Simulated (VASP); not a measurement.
# Ag (Fm-3m) in VASP: single point with HSE06

Aim: the single point of Ag with HSE06.

Program: VASP 6.6.1. These are calculated values, not measurements. Logs are shortened: lines on timing, memory, paths and dates and some standing lists are left out, and cuts for length are marked.

### 1 The cell of the first run

Symmetry: Fm-3m, No. 225, cubic system. Conventional cell: a = 4.085 Å, b = 4.085 Å, c = 4.085 Å, α = 90.00°, β = 90.00°, γ = 90.00°. Within 3.8 Å of Ag (site symmetry m-3m) lie 12 Ag at 2.89 Å.

### 2 Single point, HSE06, non-collinear spin, zero start, spin-orbit coupling

File POSCAR:

```
Ag
1.0
    0.0000000000      2.0427500000      2.0427500000
    2.0427500000      0.0000000000      2.0427500000
    2.0427500000      2.0427500000      0.0000000000
Ag
1
Direct
    0.0000000000      0.0000000000      0.0000000000
```

File INCAR.step1:

```
SYSTEM = Ag
  ALGO = Normal
  EDIFF = 1E-5
  ENCUT = 520
  GGA = PE
  GGA_COMPAT = .False.
  ISIF = 2
  ISMEAR = -1
  LASPH = .True.
  LCHARG = .False.
  LMAXMIX = 4
  LNONCOLLINEAR = .True.
  LORBIT = 11
  LORBMOM = .True.
  LREAL = .False.
  LSORBIT = .True.
  LWAVE = .True.
  MAGMOM = 0 0 0
  NBANDS = 22
  NELM = 150
  PREC = Accurate
  SIGMA = 0.05
```

File INCAR.step2:

```
SYSTEM = Ag
  ALGO = Normal
  EDIFF = 1E-6
  ENCUT = 520
  GGA = PE
  GGA_COMPAT = .False.
  HFSCREEN = 0.2079
  ISIF = 2
  ISMEAR = -1
  ISTART = 1
  LASPH = .True.
  LCHARG = .False.
  LHFCALC = .True.
  LMAXMIX = 4
  LNONCOLLINEAR = .True.
  LORBIT = 11
  LORBMOM = .True.
  LREAL = .False.
  LSORBIT = .True.
  LWAVE = .False.
  MAGMOM = 0 0 0
  NBANDS = 22
  NELM = 150
  PREC = Accurate
  PRECFOCK = Normal
  SIGMA = 0.05
```

File KPOINTS:

```
k-points
0
Gamma
  5 5 5
  0 0 0
```

Potentials or basis: VASP PAW PBE potentials, release 64 (Ag).

On the command line:

```console
cat potpaw_PBE.64/Ag/POTCAR > POTCAR
cp INCAR.step1 INCAR
mpirun -np 1 vasp_ncl > vasp.out
cp INCAR.step2 INCAR
mpirun -np 1 vasp_ncl > vasp.out
```

OUTCAR:

```text
SYSTEM = Ag
   EDIFF = 1E-6
   ENCUT = 520
   GGA = PE
   HFSCREEN = 0.2079
   ISIF = 2
   ISMEAR = -1
   ISTART = 1
   LASPH = .True.
   LHFCALC = .True.
   LNONCOLLINEAR = .True.
   LORBIT = 11
   LREAL = .False.
   LSORBIT = .True.
   NELM = 150
   PREC = Accurate
   PRECFOCK = Normal

 ion  position               nearest neighbor table
   1  0.000  0.000  0.000-

  LATTYP: Found a face centered cubic cell.
 ALAT       =     4.0855000000

  Lattice vectors:

 A1 = (   0.0000000000,   2.0427500000,   2.0427500000)
 A2 = (   2.0427500000,   0.0000000000,   2.0427500000)
 A3 = (   2.0427500000,   2.0427500000,   0.0000000000)

Analysis of symmetry for initial positions (statically):
=====================================================================
 Subroutine PRICEL returns:
 Original cell was already a primitive cell.

 Routine SETGRP: Setting up the symmetry group for a
 face centered cubic supercell.

 Subroutine GETGRP returns: Found 48 space group operations
 (whereof 48 operations were pure point group operations)
 out of a pool of 48 trial point group operations.

The static configuration has the point symmetry O_h .

Analysis of symmetry for dynamics (positions and initial velocities):
=====================================================================
 Subroutine PRICEL returns:
 Original cell was already a primitive cell.

 Routine SETGRP: Setting up the symmetry group for a
 face centered cubic supercell.

 Subroutine GETGRP returns: Found 48 space group operations
 (whereof 48 operations were pure point group operations)
 out of a pool of 48 trial point group operations.

The dynamic configuration has the point symmetry O_h .

Analysis of structural, dynamic, and magnetic symmetry:
=====================================================================
 Subroutine PRICEL returns:
 Original cell was already a primitive cell.

 Routine SETGRP: Setting up the symmetry group for a
 face centered cubic supercell.

 Subroutine GETGRP returns: Found 48 space group operations
 (whereof 48 operations were pure point group operations)
 out of a pool of 48 trial point group operations.

The overall configuration has the point symmetry O_h .

 Subroutine INISYM returns: Found 48 space group operations
 (whereof 48 operations are pure point group operations),
 and found     1 'primitive' translations

----------------------------------------------------------------------------------------

                                     Primitive cell

  volume of cell :      17.0481

  direct lattice vectors                    reciprocal lattice vectors
     0.000000000  2.042750000  2.042750000    -0.244768082  0.244768082  0.244768082
     2.042750000  0.000000000  2.042750000     0.244768082 -0.244768082  0.244768082
     2.042750000  2.042750000  0.000000000     0.244768082  0.244768082 -0.244768082

  length of vectors
     2.888884755  2.888884755  2.888884755     0.423950755  0.423950755  0.423950755

  position of ions in fractional coordinates (direct lattice)
     0.000000000  0.000000000  0.000000000

  ion indices of the primitive-cell ions
   primitive index   ion index
                 1           1

----------------------------------------------------------------------------------------

 KPOINTS: k-points

Automatic generation of k-mesh.
 Grid dimensions read from file:
 generate k-points for:    5    5    5

 Generating k-lattice:

  Cartesian coordinates                     Fractional coordinates (reciprocal lattice)
    -0.048953616  0.048953616  0.048953616     0.200000000  0.000000000  0.000000000
     0.048953616 -0.048953616  0.048953616     0.000000000  0.200000000  0.000000000
     0.048953616  0.048953616 -0.048953616     0.000000000  0.000000000  0.200000000

  Length of vectors
     0.084790151  0.084790151  0.084790151

[... 40 lines left out ...]
   EDIFFG = 0.1E-04   stopping-criterion for IOM
   NSW    =      0    number of steps for IOM
   IBRION =     -1    ionic relax: 0-MD 1-quasi-New 2-CG
   NFREE  =      0    steps in history (QN), initial steepest desc. (CG)
   ISIF   =      2    stress and relaxation
   ISYM   =      3    0-nonsym 1-usesym 2-fastsym
   POTIM  = 0.5000    time-step for ionic-motion
   TEBEG  =    0.0;   TEEND  =   0.0 temperature during run
   PSTRESS=    0.0 pullay stress
   NELECT =      11.0000    total number of electrons
   NUPDOWN=      -1.0000    fix difference up-down
   EMIN   =  10.00;   EMAX   =-10.00  energy-range for DOS
   EFERMI =   0.00;   METHOD = LEGACY
   ISMEAR =    -1;   SIGMA  =   0.05  broadening in eV -4-tet -1-fermi 0-gaus
   EFERMI_NEDOS =   21; number of points for ismear=-14 and -15
   IALGO  =     38    algorithm
   IMIX   =      1    mixing-type and parameters
     AMIX     =   0.40;   BMIX     =  1.00
     AMIX_MAG =   1.60;   BMIX_MAG =  1.00
  volume/ion in A,a.u.               =      17.05       115.05
  Fermi-wavevector in a.u.,A,eV,Ry     =   1.414644  2.673290 27.228221  2.001218
  Thomas-Fermi vector in A             =   2.536165
   LORBIT       =     11    0 simple, 1 ext, 2 COOP (PROOUT), +10 PAW based schemes
   GGA     = PE    functional components
   LHFCALC =     T    Hartree Fock is set to
   PRECFOCK=normal    Normal, Fast or Accurate (Low or Medium for compatibility)
   ENCUT4O =  -1.0   cutoff for four orbital integrals eV
   NKREDX  =     1    reduce k-point grid by
   NKREDY  =     1    reduce k-point grid by
   NKREDZ  =     1    reduce k-point grid by
   AEXX    =    0.2500 exact exchange contribution
   HFSCREEN=    0.2079 screening length (either q_TF or 0.3 A-1)
   HFSCREENC=   0.2079 screening length for correlation (either q_TF or 0.3 A-1)
   ENCUTFOCK=  -1.0 apply spherical cutoff to Coloumb kernel
   IVDW    =     0    specifies the selected vdW correction
   LEPSILON=     F    determine dielectric tensor
   LRPA    =     F    only Hartree local field effects (RPA)
  energy-cutoff  :      520.00
  volume of cell :       17.05
 maximum number of plane-waves:       934
 NGX is ok and might be reduce to    24
  NGX = 18; NGY = 18; NGZ = 18

 number of electron      10.9999999 magnetization       0.0000000     -0.0000000      0.0000000

 number of electron      10.9999999 magnetization      -0.0000001     -0.0000001     -0.0000001

 Free energy of the ion-electron system (eV)
  ---------------------------------------------------
  ext. energy  EPLUGINS =         0.00000000
  ---------------------------------------------------
  free energy    TOTEN  =        -3.00620761 eV

  energy without entropy =       -3.00294748  energy(sigma->0) =       -3.00457754

 E-fermi :   7.9401     XC(G=0):  -9.9555

 val. band max:        7.9232761845   @ k =   0.4000   0.4000   0.0000
 cond. band min:      10.0275555921   @ k =  -0.4000   0.2000   0.0000
 fundamental gap:      2.1042794077
 Fermi energy:         7.9400993597

 k-point     1 :       0.0000    0.0000    0.0000
  band No.  band energies     occupation
      1      -0.4144      1.00000
      2      -0.4144      1.00000
      3       1.9353      1.00000
      4       1.9353      1.00000
      5       1.9353      1.00000
      6       1.9353      1.00000
[... 239 lines left out ...]
     21      31.1730      0.00000
     22      31.1730      0.00000

------------------------ aborting loop because EDIFF is reached ----------------------------------------

  FORCE on cell =-STRESS in cart. coord.  units (eV):
  Direction    XX          YY          ZZ          XY          YZ          ZX
  --------------------------------------------------------------------------------------
  -------------------------------------------------------------------------------------
  Total        0.2778450      0.2778450      0.2778450      0.0000000      0.0000000      0.0000000
  in kB       26.1118446     26.1118446     26.1118446      0.0000000      0.0000000      0.0000000
  external PRESSURE =      26.1118446 kB  Pullay stress =       0.0000000 kB

 VOLUME and BASIS-vectors are now :
 -----------------------------------------------------------------------------
  energy-cutoff  :      520.00
  volume of cell :       17.05
      direct lattice vectors                 reciprocal lattice vectors
     0.000000000  2.042750000  2.042750000    -0.244768082  0.244768082  0.244768082
     2.042750000  0.000000000  2.042750000     0.244768082 -0.244768082  0.244768082
     2.042750000  2.042750000  0.000000000     0.244768082  0.244768082 -0.244768082

 POSITION                                       TOTAL-FORCE (eV/Angst)
 -----------------------------------------------------------------------------------
      0.00000      0.00000      0.00000        -0.000000     -0.000000     -0.000000
 -----------------------------------------------------------------------------------
    total drift:                                0.000001     -0.000003      0.000019

  FREE ENERGIE OF THE ION-ELECTRON SYSTEM (eV)
  ---------------------------------------------------
  free  energy   TOTEN  =        -3.0062076063 eV

  energy  without entropy=       -3.0029474786  energy(sigma->0) =       -3.00457754

 orbital moment (x)

 # of ion     p       d       tot
 ----------------------------------------
  1         0.000  -0.000  -0.000
 ----------------------------------------
            0.000  -0.000  -0.000

 orbital moment (y)

 # of ion     p       d       tot
 ----------------------------------------
  1         0.000  -0.000  -0.000
 ----------------------------------------
            0.000  -0.000  -0.000

 orbital moment (z)

 # of ion     p       d       tot
 ----------------------------------------
  1         0.000  -0.000  -0.000
 ----------------------------------------
            0.000  -0.000  -0.000

 Spin-Orbit-Coupling matrix elements

 Ion:    1  E_soc:     -0.0504844
 l=   1
     0.0000000    -0.0017183    -0.0017183
    -0.0017183     0.0000000    -0.0017183
    -0.0017183    -0.0017183     0.0000000
 l=   2
     0.0000000    -0.0014147     0.0000000    -0.0014147    -0.0052811
    -0.0014147     0.0000000    -0.0039608    -0.0014147    -0.0013203
     0.0000000    -0.0039608     0.0000000    -0.0039608     0.0000000
    -0.0014147    -0.0014147    -0.0039608     0.0000000    -0.0013203
    -0.0052811    -0.0013203     0.0000000    -0.0013203     0.0000000
 l=   3
     0.0000000     0.0000000     0.0000000     0.0000000     0.0000000     0.0000000     0.0000000
     0.0000000     0.0000000     0.0000000     0.0000000     0.0000000     0.0000000     0.0000000
     0.0000000     0.0000000     0.0000000     0.0000000     0.0000000     0.0000000     0.0000000
     0.0000000     0.0000000     0.0000000     0.0000000     0.0000000     0.0000000     0.0000000
     0.0000000     0.0000000     0.0000000     0.0000000     0.0000000     0.0000000     0.0000000
     0.0000000     0.0000000     0.0000000     0.0000000     0.0000000     0.0000000     0.0000000
     0.0000000     0.0000000     0.0000000     0.0000000     0.0000000     0.0000000     0.0000000

 total charge

# of ion       s       p       d       tot
------------------------------------------
    1        0.437   0.284   9.234   9.955

 magnetization (x)

# of ion       s       p       d       tot
------------------------------------------
    1        0.000   0.000   0.000   0.000

 magnetization (y)

# of ion       s       p       d       tot
------------------------------------------
    1        0.000   0.000   0.000   0.000

 magnetization (z)

# of ion       s       p       d       tot
------------------------------------------
    1        0.000   0.000  -0.000  -0.000
```

It took 52 min on 1 thread of AMD EPYC 7R13 (Zen 3), shared host; peak memory 0.27 GiB.

Results:

```yaml
Free_energy: -3.0062 eV
Pressure: 2.6 GPa
Net_moment: 0.00 μB per cell
Valence_electrons_inside_the_program's_atomic_spheres: Ag 9.96
```

Moments on the atoms (μB; x, y, z):
```
Ag  0.00 0.00 0.00
```

Caveat: the k points lie up to 0.53 Å⁻¹ apart; the PAW data sets were made with another functional, which shifts forces and pressure a little.
